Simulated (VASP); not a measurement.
# ZrC in VASP: settings compared, part 2 of 2

VASP 6.6.1.

## Step 3: Single point, PBEsol-based screened hybrid

This run uses another cell than the first one, of 16.08 Å³/atom, 0.975 times its volume.

POSCAR reads:

```
ZrC
1.0
    0.0000000000      2.5242230756      2.5242230756
    2.5242230756      0.0000000000      2.5242230756
    2.5242230756      2.5242230756      0.0000000000
Zr C
1 1
Direct
    0.5000000000      0.5000000000      0.5000000000
    0.7500000000      0.7500000000      0.7500000000
```

INCAR.step1 reads:

```
ALGO = Normal
EDIFF = 1E-5
ENCUT = 520
GGA = PE
ISIF = 2
ISMEAR = -1
LASPH = T
LCHARG = F
LREAL = F
LWAVE = T
NBANDS = 15
NELM = 100
PREC = Accurate
SIGMA = 0.05
```

INCAR.step2 reads:

```
AEXX = 0.25
ALGO = Normal
EDIFF = 1E-7
ENCUT = 520
GGA = PS
HFSCREEN = 0.207
ISIF = 2
ISMEAR = -1
ISTART = 1
LASPH = T
LCHARG = F
LHFCALC = T
LREAL = F
LWAVE = F
NBANDS = 15
NELM = 100
PREC = Accurate
PRECFOCK = Normal
SIGMA = 0.05
```

KPOINTS reads:

```
k-points
0
Gamma
  5 5 5
```

Potentials or basis: VASP PAW PBE potentials, release 64 (Zr_sv, C).

Launch:

```
cat potpaw_PBE.64/Zr_sv/POTCAR potpaw_PBE.64/C/POTCAR > POTCAR
cp INCAR.step1 INCAR
mpirun -np 1 vasp_std > vasp.out
cp INCAR.step2 INCAR
mpirun -np 1 vasp_std > vasp.out
```

OUTCAR:

```text
AEXX = 0.25
   EDIFF = 1E-7
   ENCUT = 520
   GGA = PS
   HFSCREEN = 0.207
   ISIF = 2
   ISMEAR = -1
   ISTART = 1
   LASPH = T
   LHFCALC = T
   LREAL = F
   NELM = 100
   PREC = Accurate
   PRECFOCK = Normal

 ion  position               nearest neighbor table
   1  0.500  0.500  0.500-   2 2.19   2 2.19   2 2.19   2 2.19
   2  0.750  0.750  0.750-   1 2.19   1 2.19   1 2.19   1 2.19

  LATTYP: Found a face centered cubic cell.
 ALAT       =     5.0484461512

  Lattice vectors:

 A1 = (   0.0000000000,   2.5242230756,   2.5242230756)
 A2 = (   2.5242230756,   0.0000000000,   2.5242230756)
 A3 = (   2.5242230756,   2.5242230756,   0.0000000000)

Analysis of symmetry for initial positions (statically):
=====================================================================
 Subroutine PRICEL returns:
 Original cell was already a primitive cell.

 Routine SETGRP: Setting up the symmetry group for a
 face centered cubic supercell.

 Subroutine GETGRP returns: Found 24 space group operations
 (whereof 24 operations were pure point group operations)
 out of a pool of 48 trial point group operations.

The static configuration has the point symmetry T_d .

Analysis of symmetry for dynamics (positions and initial velocities):
=====================================================================
 Subroutine PRICEL returns:
 Original cell was already a primitive cell.

 Routine SETGRP: Setting up the symmetry group for a
 face centered cubic supercell.

 Subroutine GETGRP returns: Found 24 space group operations
 (whereof 24 operations were pure point group operations)
 out of a pool of 48 trial point group operations.

The dynamic configuration has the point symmetry T_d .

 Subroutine INISYM returns: Found 24 space group operations
 (whereof 24 operations are pure point group operations),
 and found     1 'primitive' translations

[... 111 lines left out ...]
   AEXX    =    0.2500 exact exchange contribution
   HFSCREEN=    0.2070 screening length (either q_TF or 0.3 A-1)
   HFSCREENC=   0.2070 screening length for correlation (either q_TF or 0.3 A-1)
   ENCUTFOCK=  -1.0 apply spherical cutoff to Coloumb kernel
   IVDW    =     0    specifies the selected vdW correction
   LEPSILON=     F    determine dielectric tensor
   LRPA    =     F    only Hartree local field effects (RPA)
 non-spin polarized calculation
  energy-cutoff  :      520.00
  volume of cell :       32.17
 maximum number of plane-waves:       893
  NGX = 20; NGY = 20; NGZ = 20

 number of electron      16.0000000 magnetization

 Free energy of the ion-electron system (eV)
  ---------------------------------------------------
  ext. energy  EPLUGINS =         0.00000000
  ---------------------------------------------------
  free energy    TOTEN  =       -21.68720676 eV

  energy without entropy =      -21.68720630  energy(sigma->0) =      -21.68720653

 E-fermi :   6.6916     XC(G=0):  -9.0178

 val. band max:        5.9621775583   @ k =  -0.4000   0.4000   0.0000
 cond. band min:       7.3608527346   @ k =  -0.4000   0.4000   0.0000
 fundamental gap:      1.3986751763
 Fermi energy:         6.6915960840

 k-point     1 :       0.0000    0.0000    0.0000
  band No.  band energies     occupation
      1     -44.8380      2.00000
      2     -21.3473      2.00000
      3     -21.3473      2.00000
      4     -21.3473      2.00000
      5      -4.8604      2.00000
      6       3.6781      2.00000
      7       3.6781      2.00000
      8       3.6781      2.00000
      9      10.4681      0.00000
     10      10.4681      0.00000
     11      10.5064      0.00000
     12      16.1407      0.00000
     13      16.1407      0.00000
     14      16.1407      0.00000
[... 149 lines left out ...]
      2     -21.7954      2.00000
      3     -21.6276      2.00000
      4     -21.5175      2.00000
      5      -3.0004      2.00000
      6       3.2110      2.00000
      7       4.6127      2.00000
      8       5.9531      2.00000
      9       7.9807      0.00000
     10      10.3875      0.00000
     11      12.0785      0.00000
     12      13.7534      0.00000
     13      15.2597      0.00000
     14      18.4356      0.00000
     15      19.3614      0.00000

------------------------ aborting loop because EDIFF is reached ----------------------------------------

  FORCE on cell =-STRESS in cart. coord.  units (eV):
  Direction    XX          YY          ZZ          XY          YZ          ZX
  --------------------------------------------------------------------------------------
  -------------------------------------------------------------------------------------
  Total        0.0412582      0.0412582      0.0412582      0.0000000      0.0000000      0.0000000
  in kB        2.0549788      2.0549788      2.0549788      0.0000000      0.0000000      0.0000000
  external PRESSURE =       2.0549788 kB  Pullay stress =       0.0000000 kB

 VOLUME and BASIS-vectors are now :
 -----------------------------------------------------------------------------
  energy-cutoff  :      520.00
  volume of cell :       32.17
      direct lattice vectors                 reciprocal lattice vectors
     0.000000000  2.524223076  2.524223076    -0.198080750  0.198080750  0.198080750
     2.524223076  0.000000000  2.524223076     0.198080750 -0.198080750  0.198080750
     2.524223076  2.524223076  0.000000000     0.198080750  0.198080750 -0.198080750

 POSITION                                       TOTAL-FORCE (eV/Angst)
 -----------------------------------------------------------------------------------
      2.52422      2.52422      2.52422         0.000000      0.000000      0.000000
      3.78633      3.78633      3.78633        -0.000000     -0.000000     -0.000000
 -----------------------------------------------------------------------------------
    total drift:                                0.000001      0.000000     -0.000000

  FREE ENERGIE OF THE ION-ELECTRON SYSTEM (eV)
  ---------------------------------------------------
  free  energy   TOTEN  =       -21.6872067626 eV

  energy  without entropy=      -21.6872063019  energy(sigma->0) =      -21.68720653
```

Wall time 6.6 min (1 thread of AMD EPYC 7R13 (Zen 3), shared host); peak memory 0.23 GiB.

What came out:

```
Free energy            : -21.6872 eV
Pressure               : 0.2 GPa
Band gap on the k mesh : 1.40 eV, direct
```

Caveat: the k points lie up to 0.43 Å⁻¹ apart; the PAW data sets were made with another functional, which shifts forces and pressure a little.

## Step 4: Single point, PBE-based screened hybrid

This run uses another cell than the first one, of 16.37 Å³/atom, 0.992 times its volume.

POSCAR reads:

```
ZrC
1.0
    0.0000000000      2.5389196874      2.5389196874
    2.5389196874      0.0000000000      2.5389196874
    2.5389196874      2.5389196874      0.0000000000
Zr C
1 1
Direct
    0.5000000000      0.5000000000      0.5000000000
    0.7500000000      0.7500000000      0.7500000000
```

INCAR.step1 reads:

```
PREC = Accurate
ENCUT = 520
EDIFF = 1E-5
ISMEAR = -1
SIGMA = 0.05
LREAL = F
LASPH = T
NELM = 80
ALGO = Normal
ISIF = 2
LWAVE = T
NBANDS = 15
GGA = PE
```

INCAR.step2 reads:

```
PREC = Accurate
ENCUT = 520
EDIFF = 1E-6
ISMEAR = -1
SIGMA = 0.05
LREAL = F
LASPH = T
NELM = 80
ALGO = Normal
ISIF = 2
LWAVE = F
LCHARG = T
GGA = PE
LHFCALC = T
AEXX = 0.25
HFSCREEN = 0.3
PRECFOCK = Normal
LELF = T
LVHAR = T
NBANDS = 15
ISTART = 1
```

KPOINTS reads:

```
Automatic mesh
0
Gamma
  5 5 5
```

Launch:

```
cat potpaw_PBE.64/Zr_sv/POTCAR potpaw_PBE.64/C/POTCAR > POTCAR
cp INCAR.step1 INCAR
mpirun -np 1 vasp_std > vasp.out
cp INCAR.step2 INCAR
mpirun -np 1 vasp_std > vasp.out
```

Wall time 9.7 min (1 thread of AMD EPYC 7R13 (Zen 3), shared host); peak memory 0.24 GiB.

Results (log left out):

* Free energy: -20.4847 eV
* Pressure: 0.1 GPa
* Band gap on the k mesh: 1.29 eV, indirect (the least direct gap lies 0.6 meV higher)

Levels at points of the mesh, in eV from the valence-band top:
```
           k point  band 6  band 7  band 8  band 9  band 10  band 11
(0.00, 0.00, 0.00)   -2.17   -2.17   -2.17    4.27     4.27     4.34
```

Caveat: the k points lie up to 0.43 Å⁻¹ apart; the PAW data sets were made with another functional, which shifts forces and pressure a little. A k mesh can miss the band edges.

## Step 5: Summary

```csv
level,cell,k mesh,grid for exact exchange (PRECFOCK),share of exact exchange,screening parameter,gap on the mesh (eV),pressure (GPa)
PBE,"a = 3.600 Å, angles 60.0°, 2 atoms",9 × 9 × 9,-,-,-,0.48,0.4
PBEsol-based screened hybrid,"a = 3.570 Å, angles 60.0°, 2 atoms",5 × 5 × 5,Normal,0.25,0.207 1/Å,1.40,0.2
PBE-based screened hybrid,"a = 3.591 Å, angles 60.0°, 2 atoms",5 × 5 × 5,Normal,0.25,0.3 1/Å,1.29,0.1
```

Alike in all rows: task single point; potentials or basis VASP PAW PBE potentials, release 64 (Zr_sv, C); no spin polarisation; cutoff (eV) 520; smearing fermi-dirac 0.05 eV.

Caveats: some runs use coarse meshes; the PAW data sets were made with another functional, which shifts forces and pressure a little (some runs).

Total energies depend on the potentials used, so only differences within one code and one set of settings carry meaning.
